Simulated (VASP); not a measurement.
# ScOF (P4/nmm) in VASP: single point with LDA

Aim: the single point of ScOF with LDA.

All numbers are computed with VASP 6.6.1; they aren't measurements. Logs are shortened: lines on timing, memory, paths and dates and some standing lists are left out, and cuts for length are marked.

## 1. The cell of the first run

It takes space group P4/nmm (No. 129, tetragonal). Conventional cell: a = 3.628 Å, b = 3.628 Å, c = 5.172 Å, α = 90.00°, β = 90.00°, γ = 90.00°. Sc (site symmetry 4mm) has 4 O at 2.10 Å and 4 F at 2.37 Å within 2.8 Å. Within 2.8 Å of O (site symmetry -4m2) lie 4 Sc at 2.10 Å and 4 O at 2.57 Å and 2 F at 2.59 Å. Within 3.1 Å of F (site symmetry -4m2) lie 4 Sc at 2.37 Å and 4 F at 2.57 Å and 2 O at 2.59 Å.

## 2. Single point, LDA

File INCAR:

```
SYSTEM = ScOF
PREC = Accurate
ENCUT = 520
EDIFF = 1E-6
ISMEAR = 0
SIGMA = 0.01
LREAL = .FALSE.
LASPH = .TRUE.
NELM = 100
ALGO = Normal
ISIF = 2
LWAVE = .FALSE.
LCHARG = .TRUE.
LELF = .TRUE.
LVHAR = .TRUE.
NBANDS = 33
```

File KPOINTS:

```
Automatic mesh
0
G
  5 5 4
  0 0 0
```

File POSCAR:

```
ScOF
1.0
    3.6275200000      0.0000000000      0.0000000000
    0.0000000000      3.6275200000      0.0000000000
    0.0000000000      0.0000000000      5.1722000000
Sc O F
2 2 2
Direct
    0.5000000000      0.0000000000      0.7058500000
    0.0000000000      0.5000000000      0.2941500000
    0.0000000000      0.0000000000      0.5000000000
    0.5000000000      0.5000000000      0.5000000000
    0.5000000000      0.5000000000      0.0000000000
    0.0000000000      0.0000000000      0.0000000000
```

Potentials or basis: VASP PAW LDA potentials, release 64 (Sc_sv, O, F).

Command:

```bash
$ cat potpaw_LDA.64/Sc_sv/POTCAR potpaw_LDA.64/O/POTCAR potpaw_LDA.64/F/POTCAR > POTCAR
$ mpirun -np 1 vasp_std > vasp.out
```

OUTCAR:

```text
SYSTEM = ScOF
   PREC = Accurate
   ENCUT = 520
   EDIFF = 1E-6
   ISMEAR = 0
   LREAL = .FALSE.
   LASPH = .TRUE.
   NELM = 100
   ISIF = 2

 ion  position               nearest neighbor table
   1  0.500  0.000  0.706-   3 2.10   4 2.10   4 2.10   3 2.10   5 2.37   5 2.37   6 2.37   6 2.37
                             2 3.33   2 3.33   2 3.33   2 3.33
   2  0.000  0.500  0.294-   3 2.10   4 2.10   3 2.10   4 2.10   5 2.37   6 2.37   6 2.37   5 2.37
                             1 3.33   1 3.33   1 3.33   1 3.33
   3  0.000  0.000  0.500-   1 2.10   2 2.10   2 2.10   1 2.10
   4  0.500  0.500  0.500-   1 2.10   2 2.10   1 2.10   2 2.10
   5  0.500  0.500  0.000-   1 2.37   2 2.37   1 2.37   2 2.37
   6  0.000  0.000  0.000-   1 2.37   2 2.37   2 2.37   1 2.37

  LATTYP: Found a simple tetragonal cell.
 ALAT       =     3.6275200000
 C/A-ratio  =     1.4258226006

  Lattice vectors:

 A1 = (   3.6275200000,   0.0000000000,   0.0000000000)
 A2 = (   0.0000000000,   3.6275200000,   0.0000000000)
 A3 = (   0.0000000000,   0.0000000000,   5.1722000000)

Analysis of symmetry for initial positions (statically):
=====================================================================
 Subroutine PRICEL returns:
 Original cell was already a primitive cell.

 Routine SETGRP: Setting up the symmetry group for a
 simple tetragonal supercell.

 Subroutine GETGRP returns: Found 16 space group operations
 (whereof  8 operations were pure point group operations)
 out of a pool of 16 trial point group operations.

The static configuration has the point symmetry D_2d.
 The point group associated with its full space group is D_4h.

Analysis of symmetry for dynamics (positions and initial velocities):
=====================================================================
 Subroutine PRICEL returns:
 Original cell was already a primitive cell.

 Routine SETGRP: Setting up the symmetry group for a
 simple tetragonal supercell.

 Subroutine GETGRP returns: Found 16 space group operations
 (whereof  8 operations were pure point group operations)
 out of a pool of 16 trial point group operations.

The dynamic configuration has the point symmetry D_2d.
 The point group associated with its full space group is D_4h.

 Subroutine INISYM returns: Found 16 space group operations
 (whereof  8 operations are pure point group operations),
 and found     1 'primitive' translations

----------------------------------------------------------------------------------------

                                     Primitive cell

[... 96 lines left out ...]
   NFREE  =      0    steps in history (QN), initial steepest desc. (CG)
   ISIF   =      2    stress and relaxation
   ISYM   =      2    0-nonsym 1-usesym 2-fastsym
   POTIM  = 0.5000    time-step for ionic-motion
   TEBEG  =    0.0;   TEEND  =   0.0 temperature during run
   PSTRESS=    0.0 pullay stress
   NELECT =      48.0000    total number of electrons
   NUPDOWN=      -1.0000    fix difference up-down
   EMIN   =  10.00;   EMAX   =-10.00  energy-range for DOS
   EFERMI =   0.00;   METHOD = LEGACY
   ISMEAR =     0;   SIGMA  =   0.01  broadening in eV -4-tet -1-fermi 0-gaus
   EFERMI_NEDOS =   21; number of points for ismear=-14 and -15
   IALGO  =     38    algorithm
   IMIX   =      4    mixing-type and parameters
     AMIX     =   0.40;   BMIX     =  1.00
     AMIX_MAG =   1.60;   BMIX_MAG =  1.00
  volume/ion in A,a.u.               =      11.34        76.55
  Fermi-wavevector in a.u.,A,eV,Ry     =   1.457215  2.753737 28.891634  2.123475
  Thomas-Fermi vector in A             =   2.574042
   LORBIT       =      0    0 simple, 1 ext, 2 COOP (PROOUT), +10 PAW based schemes
   GGA     = CA    functional components
   LHFCALC =     F    Hartree Fock is set to
   AEXX    =    0.0000 exact exchange contribution
   IVDW    =     0    specifies the selected vdW correction
   LEPSILON=     F    determine dielectric tensor
   LRPA    =     F    only Hartree local field effects (RPA)
 non-spin polarized calculation
 Gauss-broadening in eV      SIGMA  =   0.01
  energy-cutoff  :      520.00
  volume of cell :       68.06
 maximum number of plane-waves:      1875
 NGX is ok and might be reduce to    28
   NGX = 13   NGY = 13   NGZ = 19

 number of electron      48.0000016 magnetization

 Free energy of the ion-electron system (eV)
  ---------------------------------------------------
  ext. energy  EPLUGINS =         0.00000000
  ---------------------------------------------------
  free energy    TOTEN  =       -52.23190249 eV

  energy without entropy =      -52.23190249  energy(sigma->0) =      -52.23190249

 E-fermi :   2.0685     XC(G=0): -11.4796

 val. band max:        2.0182571915   @ k =   0.2000   0.2000   0.5000
 cond. band min:       6.2575187903   @ k =   0.0000   0.0000   0.0000
 fundamental gap:      4.2392615988
 Fermi energy:         2.0684943209

 k-point     1 :       0.0000    0.0000    0.0000
  band No.  band energies     occupation
      1     -44.9790      2.00000
      2     -44.9277      2.00000
      3     -24.2879      2.00000
      4     -23.9361      2.00000
      5     -23.9361      2.00000
      6     -23.8632      2.00000
[... 637 lines left out ...]
     32       7.9964      0.00000
     33       9.0820      0.00000

------------------------ aborting loop because EDIFF is reached ----------------------------------------

  FORCE on cell =-STRESS in cart. coord.  units (eV):
  Direction    XX          YY          ZZ          XY          YZ          ZX
  --------------------------------------------------------------------------------------
  -------------------------------------------------------------------------------------
  Total       -4.7573928     -4.7573928     -4.6443251      0.0000000      0.0000000      0.0000000
  in kB     -111.9913941   -111.9913941   -109.3297241      0.0000000      0.0000000      0.0000000
  external PRESSURE =    -111.1041708 kB  Pullay stress =       0.0000000 kB

 VOLUME and BASIS-vectors are now :
 -----------------------------------------------------------------------------
  energy-cutoff  :      520.00
  volume of cell :       68.06
      direct lattice vectors                 reciprocal lattice vectors
     3.627520000  0.000000000  0.000000000     0.275670430  0.000000000  0.000000000
     0.000000000  3.627520000  0.000000000     0.000000000  0.275670430  0.000000000
     0.000000000  0.000000000  5.172200000     0.000000000  0.000000000  0.193341325

 POSITION                                       TOTAL-FORCE (eV/Angst)
 -----------------------------------------------------------------------------------
      1.81376      0.00000      3.65080        -0.000000     -0.000000     -0.122528
      0.00000      1.81376      1.52140        -0.000000     -0.000000      0.122528
      0.00000      0.00000      2.58610        -0.000000     -0.000000     -0.000000
      1.81376      1.81376      2.58610        -0.000000      0.000000     -0.000000
      1.81376      1.81376      0.00000         0.000000      0.000000     -0.000000
      0.00000      0.00000      0.00000        -0.000000     -0.000000     -0.000000
 -----------------------------------------------------------------------------------
    total drift:                                0.000000      0.000000      0.000000

  FREE ENERGIE OF THE ION-ELECTRON SYSTEM (eV)
  ---------------------------------------------------
  free  energy   TOTEN  =       -52.2319024895 eV

  energy  without entropy=      -52.2319024895  energy(sigma->0) =      -52.23190249
```

OSZICAR:

```text
N       E                     dE             d eps       ncg     rms          rms(c)
DAV:   1     0.773019146750E+03    0.77302E+03   -0.22721E+04  1196   0.168E+03
DAV:   2     0.689964281258E+02   -0.70402E+03   -0.67972E+03  1276   0.569E+02
DAV:   3    -0.582033880777E+02   -0.12720E+03   -0.11941E+03  1915   0.220E+02
DAV:   4    -0.634156732373E+02   -0.52123E+01   -0.51903E+01  1938   0.545E+01
DAV:   5    -0.634648105198E+02   -0.49137E-01   -0.49102E-01  1822   0.620E+00    0.214E+01
DAV:   6    -0.525416790725E+02    0.10923E+02   -0.45028E+01  1918   0.658E+01    0.842E+00
DAV:   7    -0.524323807305E+02    0.10930E+00   -0.32935E+00  1796   0.143E+01    0.537E+00
DAV:   8    -0.522740105039E+02    0.15837E+00   -0.11650E+00  1766   0.797E+00    0.185E+00
DAV:   9    -0.522332719581E+02    0.40739E-01   -0.14915E-01  1696   0.249E+00    0.416E-01
DAV:  10    -0.522321730432E+02    0.10989E-02   -0.13855E-02  1750   0.167E+00    0.240E-01
DAV:  11    -0.522319055440E+02    0.26750E-03   -0.26076E-03  2071   0.534E-01    0.513E-02
DAV:  12    -0.522321045084E+02   -0.19896E-03   -0.11855E-03  1904   0.281E-01    0.100E-01
DAV:  13    -0.522319092139E+02    0.19529E-03   -0.52065E-04  2007   0.158E-01    0.216E-02
DAV:  14    -0.522319022502E+02    0.69637E-05   -0.77196E-05  1848   0.647E-02    0.457E-03
DAV:  15    -0.522319024895E+02   -0.23929E-06   -0.16096E-06  1320   0.122E-02
   1 F= -.52231902E+02 E0= -.52231902E+02  d E =-.247113E-14
```

stdout:

```text
POSCAR found type information on POSCAR ScO F
 POSCAR found :  3 types and       6 ions
 scaLAPACK will be used
 LDA part: xc-table for (Slater(with rela. corr.)+CA(PZ))
 , standard interpolation
 POSCAR, INCAR and KPOINTS ok, starting setup
 FFT: planning ... GRIDC
 FFT: planning ... GRID_SOFT
 FFT: planning ... GRID
 WAVECAR not read
 entering main loop
```

Run time: 81 s. Hardware: 1 thread of AMD EPYC 7R13, shared host; peak memory 0.17 GiB.

Results:

- Free energy: -52.2319 eV
- Pressure: -11.1 GPa
- Largest force: 0.123 eV/Å
- Band gap on the k mesh: 4.24 eV, indirect (least direct gap 4.46 eV)

Forces in eV/Å, atoms in the order of the input:
```
Sc   0.000  0.000 -0.123
Sc   0.000  0.000  0.123
O    0.000  0.000  0.000
O    0.000  0.000  0.000
F    0.000  0.000  0.000
F    0.000  0.000  0.000
```

A k mesh can miss the band edges. LDA gaps usually lie below the measured ones, often by a third to a half.
